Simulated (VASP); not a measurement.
# Ta in VASP: single point with r2SCAN

Aim: the single point of Ta with r2SCAN.

All numbers are computed with VASP 6.6.1; they aren't measurements. Logs are shortened: lines on timing, memory, paths and dates and some standing lists are left out, and cuts for length are marked.

## 1. The cell of the first run

The cell holds a wire or tube with vacuum around it, 4 atoms: a = 22.709 Å, b = 22.709 Å, c = 2.377 Å, α = 90.00°, β = 90.00°, γ = 90.00°.

## 2. Single point, r2SCAN

POSCAR reads:

```
Ta
1.0
   22.7091100000      0.0000000000      0.0000000000
    0.0000000000     22.7091100000      0.0000000000
    0.0000000000      0.0000000000      2.3772800000
Ta
4
Direct
    0.3186300000      0.8186300000      0.0000000000
    0.6813700000      0.1813700000      0.0000000000
    0.1813700000      0.3186300000      0.0000000000
    0.8186300000      0.6813700000      0.0000000000
```

INCAR.step1 reads:

```
SYSTEM = Ta
  PREC = Accurate
  ENCUT = 520
  ISMEAR = 1
  SIGMA = 0.05
  LREAL = .False.
  LASPH = .True.
  NELM = 80
  NBANDS = 30
  GGA = PE
  ALGO = Normal
  EDIFF = 1E-4
  LWAVE = .True.
  LCHARG = .False.
```

INCAR.step2 reads:

```
SYSTEM = Ta
  PREC = Accurate
  ENCUT = 520
  EDIFF = 1E-7
  ISMEAR = 1
  SIGMA = 0.05
  LREAL = .False.
  LASPH = .True.
  NELM = 80
  ALGO = Normal
  ISIF = 2
  LWAVE = .False.
  LCHARG = .True.
  METAGGA = R2SCAN
  LMIXTAU = .True.
  LELF = .True.
  LVHAR = .True.
  NBANDS = 30
  ISTART = 1
```

KPOINTS reads:

```
Automatic mesh
0
Gamma
  1 1 10
  0 0 0
```

Potentials or basis: VASP PAW PBE potentials, release 64 (Ta_pv).

Started as:

```sh
$ cat potpaw_PBE.64/Ta_pv/POTCAR > POTCAR
$ cp INCAR.step1 INCAR
$ mpirun -np 1 vasp_std > vasp.out
$ cp INCAR.step2 INCAR
$ mpirun -np 1 vasp_std > vasp.out
```

OUTCAR:

```text
SYSTEM = Ta
   PREC = Accurate
   ENCUT = 520
   EDIFF = 1E-7
   ISMEAR = 1
   LREAL = .False.
   LASPH = .True.
   NELM = 80
   ISIF = 2
   METAGGA = R2SCAN
   ISTART = 1

 ion  position               nearest neighbor table
   1  0.319  0.819  0.000-
   2  0.681  0.181  0.000-
   3  0.181  0.319  0.000-
   4  0.819  0.681  0.000-

  LATTYP: Found a simple tetragonal cell.
 ALAT       =    22.7091100000
 C/A-ratio  =     0.1046839792

  Lattice vectors:

 A1 = (  22.7091100000,   0.0000000000,   0.0000000000)
 A2 = (   0.0000000000,  22.7091100000,   0.0000000000)
 A3 = (   0.0000000000,   0.0000000000,   2.3772800000)

Analysis of symmetry for initial positions (statically):
=====================================================================
 Subroutine PRICEL returns:
 Original cell was already a primitive cell.

 Routine SETGRP: Setting up the symmetry group for a
 simple tetragonal supercell.

 Subroutine GETGRP returns: Found 16 space group operations
 (whereof  8 operations were pure point group operations)
 out of a pool of 16 trial point group operations.

The static configuration has the point symmetry C_4h.
 The point group associated with its full space group is D_4h.

Analysis of symmetry for dynamics (positions and initial velocities):
=====================================================================
 Subroutine PRICEL returns:
 Original cell was already a primitive cell.

 Routine SETGRP: Setting up the symmetry group for a
 simple tetragonal supercell.

 Subroutine GETGRP returns: Found 16 space group operations
 (whereof  8 operations were pure point group operations)
 out of a pool of 16 trial point group operations.

The dynamic configuration has the point symmetry C_4h.
 The point group associated with its full space group is D_4h.

 Subroutine INISYM returns: Found 16 space group operations
 (whereof  8 operations are pure point group operations),
 and found     1 'primitive' translations

----------------------------------------------------------------------------------------

                                     Primitive cell

  volume of cell :    1225.9720

  direct lattice vectors                    reciprocal lattice vectors
    22.709110000  0.000000000  0.000000000     0.044035191  0.000000000  0.000000000
     0.000000000 22.709110000  0.000000000     0.000000000  0.044035191  0.000000000
     0.000000000  0.000000000  2.377280000     0.000000000  0.000000000  0.420648809

  length of vectors
    22.709110000 22.709110000  2.377280000     0.044035191  0.044035191  0.420648809

  position of ions in fractional coordinates (direct lattice)
     0.318630000  0.818630000  0.000000000
     0.681370000  0.181370000  0.000000000
     0.181370000  0.318630000  0.000000000
     0.818630000  0.681370000  0.000000000

  ion indices of the primitive-cell ions
   primitive index   ion index
                 1           1
                 2           2
                 3           3
                 4           4

----------------------------------------------------------------------------------------

 KPOINTS: Automatic mesh

Automatic generation of k-mesh.
 Grid dimensions read from file:
 generate k-points for:    1    1   10

 Generating k-lattice:

  Cartesian coordinates                     Fractional coordinates (reciprocal lattice)
     0.044035191  0.000000000  0.000000000     1.000000000  0.000000000  0.000000000
     0.000000000  0.044035191  0.000000000     0.000000000  1.000000000  0.000000000
     0.000000000  0.000000000  0.042064881     0.000000000  0.000000000  0.100000000

  Length of vectors
     0.044035191  0.044035191  0.042064881

  Shift w.r.t. Gamma in fractional coordinates (k-lattice)
     0.000000000  0.000000000  0.000000000

 Subroutine IBZKPT returns following result:
 ===========================================

 Found      6 irreducible k-points:

 Following reciprocal coordinates:
            Coordinates               Weight
  0.000000  0.000000  0.000000      1.000000
  0.000000  0.000000  0.100000      2.000000
  0.000000  0.000000  0.200000      2.000000
  0.000000  0.000000  0.300000      2.000000
  0.000000  0.000000  0.400000      2.000000
  0.000000  0.000000  0.500000      1.000000
   k-points           NKPTS =      6   k-points in BZ     NKDIM =      6   number of bands    NBANDS=     30
   number of dos      NEDOS =    301   number of ions     NIONS =      4
   total plane-waves  NPLWV = 583200
   dimension x,y,z NGX =   180 NGY =  180 NGZ =   18
   dimension x,y,z NGXF=   360 NGYF=  360 NGZF=   36
   ions per type =               4
   NGX,Y,Z   is equivalent  to a cutoff of  13.18, 13.18, 12.59 a.u.
   NGXF,Y,Z  is equivalent  to a cutoff of  26.35, 26.35, 25.18 a.u.
 SYSTEM =  Ta
   PREC   = accura    normal or accurate (medium, high low for compatibility)
   ISTART =      1    job   : 0-new  1-cont  2-samecut
   ICHARG =      0    charge: 1-file 2-atom 10-const
   ISPIN  =      1    spin polarized calculation?
   LNONCOLLINEAR =      F non collinear calculations
   LSORBIT =      F    spin-orbit coupling
   LASPH  =      T    aspherical Exc in radial PAW
   ENCUT  =  520.0 eV  38.22 Ry    6.18 a.u.  42.22 42.22  4.42*2*pi/ulx,y,z
   NELM   =     80;   NELMIN=  2; NELMDL=  0     # of ELM steps
   EDIFF  = 0.1E-06   stopping-criterion for ELM
   LREAL  =      F    real-space projection
   EDIFFG = 0.1E-05   stopping-criterion for IOM
   NSW    =      0    number of steps for IOM
   IBRION =     -1    ionic relax: 0-MD 1-quasi-New 2-CG
   NFREE  =      0    steps in history (QN), initial steepest desc. (CG)
   ISIF   =      2    stress and relaxation
   ISYM   =      2    0-nonsym 1-usesym 2-fastsym
   POTIM  = 0.5000    time-step for ionic-motion
   TEBEG  =    0.0;   TEEND  =   0.0 temperature during run
   PSTRESS=    0.0 pullay stress
   NELECT =      44.0000    total number of electrons
   NUPDOWN=      -1.0000    fix difference up-down
   EMIN   =  10.00;   EMAX   =-10.00  energy-range for DOS
   EFERMI =   0.00;   METHOD = LEGACY
   ISMEAR =     1;   SIGMA  =   0.05  broadening in eV -4-tet -1-fermi 0-gaus
   EFERMI_NEDOS =   21; number of points for ismear=-14 and -15
   IALGO  =     38    algorithm
   IMIX   =      4    mixing-type and parameters
     AMIX     =   0.40;   BMIX     =  1.00
     AMIX_MAG =   1.60;   BMIX_MAG =  1.00
  volume/ion in A,a.u.               =     306.49      2068.32
  Fermi-wavevector in a.u.,A,eV,Ry     =   0.540006  1.020464  3.967552  0.291607
  Thomas-Fermi vector in A             =   1.566943
   LORBIT       =      0    0 simple, 1 ext, 2 COOP (PROOUT), +10 PAW based schemes
   METAGGA = R2SCAN    functional components
   LHFCALC =     F    Hartree Fock is set to
   AEXX    =    0.0000 exact exchange contribution
   IVDW    =     0    specifies the selected vdW correction
   LEPSILON=     F    determine dielectric tensor
   LRPA    =     F    only Hartree local field effects (RPA)
 non-spin polarized calculation
 Methfessel and Paxton  Order N= 1 SIGMA  =   0.05
  energy-cutoff  :      520.00
  volume of cell :     1225.97
 maximum number of plane-waves:     33221
 NGX is ok and might be reduce to   180
   NGX = 85   NGY = 85   NGZ =  9

 number of electron      43.9999998 magnetization

 Free energy of the ion-electron system (eV)
  ---------------------------------------------------
  ext. energy  EPLUGINS =         0.00000000
  ---------------------------------------------------
  free energy    TOTEN  =      -171.95449006 eV

  energy without entropy =     -171.93826133  energy(sigma->0) =     -171.94908048

 E-fermi :  -3.6358     XC(G=0):  -1.7920

 val. band max:       -3.6512445327   @ k =   0.0000   0.0000   0.1000
 cond. band min:      -3.5107226320   @ k =   0.0000   0.0000   0.2000
 fundamental gap:      0.1405219007
 Fermi energy:        -3.6358064698

 k-point     1 :       0.0000    0.0000    0.0000
  band No.  band energies     occupation
      1     -39.7930      2.00000
      2     -39.7930      2.00000
      3     -39.7930      2.00000
      4     -39.7930      2.00000
      5     -39.7930      2.00000
      6     -39.7930      2.00000
[... 22 lines left out ...]
     29      -2.1351      0.00000
     30      -2.1316      0.00000

 k-point     2 :       0.0000    0.0000    0.1000
  band No.  band energies     occupation
      1     -39.7479      2.00000
      2     -39.7479      2.00000
      3     -39.7479      2.00000
      4     -39.7479      2.00000
      5     -39.7479      2.00000
      6     -39.7479      2.00000
[... 22 lines left out ...]
     29      -2.2825      0.00000
     30      -2.2797      0.00000

 k-point     3 :       0.0000    0.0000    0.2000
  band No.  band energies     occupation
      1     -39.6279      2.00000
      2     -39.6279      2.00000
      3     -39.6279      2.00000
      4     -39.6279      2.00000
      5     -39.6279      2.00000
      6     -39.6279      2.00000
[... 22 lines left out ...]
     29      -3.0968     -0.00000
     30      -3.0967     -0.00000

 k-point     4 :       0.0000    0.0000    0.3000
  band No.  band energies     occupation
      1     -40.2008      2.00000
      2     -40.2008      2.00000
      3     -40.2008      2.00000
      4     -40.2008      2.00000
      5     -39.4759      2.00000
      6     -39.4759      2.00000
[... 22 lines left out ...]
     29      -2.3004      0.00000
     30      -2.3003      0.00000

 k-point     5 :       0.0000    0.0000    0.4000
  band No.  band energies     occupation
      1     -41.0212      2.00000
      2     -41.0212      2.00000
      3     -41.0212      2.00000
      4     -41.0212      2.00000
      5     -39.3497      2.00000
      6     -39.3497      2.00000
[... 22 lines left out ...]
     29      -1.5229      0.00000
     30      -1.5228      0.00000

 k-point     6 :       0.0000    0.0000    0.5000
  band No.  band energies     occupation
      1     -41.3193      2.00000
      2     -41.3193      2.00000
      3     -41.3193      2.00000
      4     -41.3193      2.00000
      5     -39.3006      2.00000
      6     -39.3006      2.00000
[... 22 lines left out ...]
     29      -0.9977      0.00000
     30      -0.9977      0.00000

------------------------ aborting loop because EDIFF is reached ----------------------------------------

  FORCE on cell =-STRESS in cart. coord.  units (eV):
  Direction    XX          YY          ZZ          XY          YZ          ZX
  --------------------------------------------------------------------------------------
  -------------------------------------------------------------------------------------
  Total       -0.0133061     -0.0133061      1.0618508      0.0000000      0.0000000      0.0000000
  in kB       -0.0173892     -0.0173892      1.3876934      0.0000000      0.0000000      0.0000000
  external PRESSURE =       0.4509717 kB  Pullay stress =       0.0000000 kB

 VOLUME and BASIS-vectors are now :
 -----------------------------------------------------------------------------
  energy-cutoff  :      520.00
  volume of cell :     1225.97
      direct lattice vectors                 reciprocal lattice vectors
    22.709110000  0.000000000  0.000000000     0.044035191  0.000000000  0.000000000
     0.000000000 22.709110000  0.000000000     0.000000000  0.044035191  0.000000000
     0.000000000  0.000000000  2.377280000     0.000000000  0.000000000  0.420648809

 POSITION                                       TOTAL-FORCE (eV/Angst)
 -----------------------------------------------------------------------------------
      7.23580     18.59036      0.00000         0.000768      0.000768     -0.000000
     15.47331      4.11875      0.00000        -0.000768     -0.000768      0.000000
      4.11875      7.23580      0.00000        -0.000768      0.000768     -0.000000
     18.59036     15.47331      0.00000         0.000768     -0.000768      0.000000
 -----------------------------------------------------------------------------------
    total drift:                               -0.000000     -0.000000      0.000000

  FREE ENERGIE OF THE ION-ELECTRON SYSTEM (eV)
  ---------------------------------------------------
  free  energy   TOTEN  =      -171.9544900586 eV

  energy  without entropy=     -171.9382613257  energy(sigma->0) =     -171.94908048
```

It took 33 min on 1 thread of Intel Xeon 6975P-C (Granite Rapids), shared host; peak memory 1.3 GiB.

Results:

```
Free energy            : -171.9545 eV
Band gap on the k mesh : zero (bands 22 and 23 overlap by 2.67 eV)
```

Caveat: the PAW data sets were made with another functional, which shifts forces and pressure a little; spin-orbit coupling is left out, which moves the levels of the heavy elements.

The gap in the log of VASP goes by the Fermi energy; the results here count the filled bands.